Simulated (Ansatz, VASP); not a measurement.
# One calculation of Ge, two programs

INCAR

```
SYSTEM = Ge
PREC = Accurate ; ENCUT = 520
EDIFF = 1E-8 ; ISMEAR = -1
SIGMA = 0.05 ; LREAL = .False.
LASPH = .True. ; NELM = 60
ALGO = Normal ; ISIF = 2
LWAVE = .False. ; LCHARG = .False.
GGA = PS ; LEFG = .True.
NBANDS = 21
```

KPOINTS

```
regular mesh
0
Gamma
  11 11 11
  0 0 0
```

POSCAR

```
Ge
1.0
    0.0000000000      2.8097843944      2.8097843944
    2.8097843944      0.0000000000      2.8097843944
    2.8097843944      2.8097843944      0.0000000000
Ge
2
Direct
    0.5000000000      0.5000000000      0.5000000000
    0.7500000000      0.7500000000      0.7500000000
```

Input for Ansatz:

```yaml
crystal:
  lattice:
    - [0.0, 2.8097843944, 2.8097843944]
    - [2.8097843944, 0.0, 2.8097843944]
    - [2.8097843944, 2.8097843944, 0.0]
  atoms:
    - { symbol: Ge, position: [0.5, 0.5, 0.5] }
    - { symbol: Ge, position: [0.75, 0.75, 0.75] }
kpoints:
  mp_grid: { grid: [11, 11, 11] }
scf:
  occupations: { method: fermi_dirac, width: 0.05 }
hamiltonian:
  xc: pbesol
  pseudopotentials: { kind: paw }
output:
  forces: true
  stress: true
  eigenvalues: true
  efg: { contact_densities: true }
  write_density: true
  write_potential: true
  elf: true
  volumetric_format: npy
```

Change from the starting cell: volume scaled by 0.98, PAW files.

Alike in both runs: task electric field gradients; functional PBEsol; k mesh 11 × 11 × 11; occupations fermi-dirac, width 0.05 eV; no spin polarisation.

|  | VASP | Ansatz |
| --- | --- | --- |
| version | VASP 6.6.1 | Ansatz 0.2.0 |
| potentials or method | VASP PAW PBE potentials, release 64 (Ge_d) | PAW with Ansatz's default frozen-core files, scalar-relativistic |
| plane-wave cutoff (eV) | 520 | 420 |
| valence electrons in the cell | 28 | 28 |

```csv
,VASP,Ansatz,Ansatz less VASP
pressure (GPa),2.1,2.1,+0.08
```

VASP's potentials were made for PBE, not for PBEsol. With one functional, cell and mesh, what is left measures potentials, basis and numerics.
